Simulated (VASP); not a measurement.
Here is a VASP 6.6.1 calculation.

Contents of INCAR:

```
PREC = Accurate ; ENCUT = 520
EDIFF = 1E-6 ; ISMEAR = 0
SIGMA = 0.15 ; LREAL = F
LASPH = T ; NELM = 150
ALGO = Fast ; ISIF = 2
LWAVE = F ; LCHARG = T
ISPIN = 2 ; MAGMOM = 0.4 0.4
LORBIT = 11 ; NUPDOWN = 0.8
LMAXMIX = 4 ; GGA = PS
LELF = T ; LVHAR = T
NBANDS = 20
```

KPOINTS

```
regular mesh
0
Gamma
  21 21 12
```

POSCAR

```
Ir
1.0
    2.7188340441      0.0000000000      0.0000000000
   -1.3594170221      2.3545793509      0.0000000000
    0.0000000000      0.0000000000      4.4080676386
Ir
2
Direct
    0.6666666667      0.3333333333      0.7500000000
    0.3333333333      0.6666666667      0.2500000000
```

Potentials or basis: VASP PAW PBE potentials, release 64 (Ir).

Run with:

```bash
$ cat potpaw_PBE.64/Ir/POTCAR > POTCAR
$ mpirun -np 1 vasp_std > vasp.out
```

(1) Predict the pressure.

## Answers

(1) 2.5 GPa.

Caveat: the PAW data sets were made with another functional, which shifts forces and pressure a little; the total moment is fixed, so each spin has its own Fermi level.
